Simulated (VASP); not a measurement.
MgO: single point with LDA

The system is MgO.

```
Mg O
1.0
     3.41665    0.00000    0.00000
    -1.70833    3.01929    0.00000
     0.00000    0.00000    4.17804
Mg O
2 2
Direct
  0.66667 0.33333 0.75000
  0.33333 0.66667 0.25000
  0.66667 0.33333 0.25000
  0.33333 0.66667 0.75000
```

This cell differs from its parent crystal: strain -0.0200 x Voigt [1, 0, 0, 0, 0, 0].

| Quantity | Value |
| --- | --- |
| Program | VASP 6.6.1 |
| Task | single point |
| Functional | LDA |
| Potentials or basis | VASP PAW LDA potentials, release 64 (Mg_sv, O) |
| Cutoff | 840 eV |
| k mesh | 6 × 6 × 6 |
| Occupations | gaussian, width 0.05 eV |
| Spin | no spin polarisation |
| Dipole correction | no |
| Further INCAR settings | ALGO = Normal; EDIFF = 1e-06; NBANDS = 24 |

| Quantity | Value |
| --- | --- |
| Pressure | -0.9 GPa |
| Largest force | 0.185 eV/Å |
| Band gap on the k mesh | 3.43 eV |

Forces on the atoms (eV/Å):
```
Mg   0.000 -0.166  0.000
Mg   0.000  0.166  0.000
O    0.000 -0.185  0.000
O    0.000  0.185  0.000
```

Stress tensor (GPa, compression positive):
```
 1.66  0.00  0.00
 0.00 -2.05  0.00
 0.00  0.00 -2.17
```

Levels at points of the mesh, in eV from the valence-band top:
| k point | band 12 | band 13 | band 14 | band 15 | band 16 | band 17 | band 18 | band 19 | band 20 | band 21 |
| --- | --- | --- | --- | --- | --- | --- | --- | --- | --- | --- |
| (0.00, 0.00, 0.00) | -1.82 | -1.76 | -0.89 | -0.84 | 0.00 | 3.43 | 9.37 | 12.12 | 12.30 | 12.63 |
| (0.50, 0.00, 0.00) | -2.44 | -2.44 | -2.07 | -1.37 | -0.59 | 6.87 | 9.09 | 9.65 | 12.11 | 12.70 |
| (0.00, 0.50, 0.00) | -2.51 | -2.34 | -2.08 | -1.33 | -0.55 | 6.94 | 9.13 | 9.63 | 12.07 | 12.99 |
| (0.00, 0.00, 0.50) | -2.50 | -1.37 | -1.37 | -1.32 | -1.32 | 6.43 | 6.43 | 12.66 | 12.66 | 12.99 |
| (0.50, 0.00, 0.50) | -4.02 | -1.62 | -1.62 | -0.88 | -0.88 | 7.19 | 7.19 | 12.01 | 12.01 | 13.95 |
| (0.00, 0.50, 0.50) | -4.05 | -1.55 | -1.55 | -0.88 | -0.88 | 7.23 | 7.23 | 11.93 | 11.93 | 14.17 |

Wall time 74 s on 1 thread of Intel(R) Xeon(R) Platinum 8488C (Sapphire Rapids) (shared host), peak memory 0.22 GiB.

Caveat: the cell differs from its parent crystal (strain -0.0200 x Voigt [1, 0, 0, 0, 0, 0]).
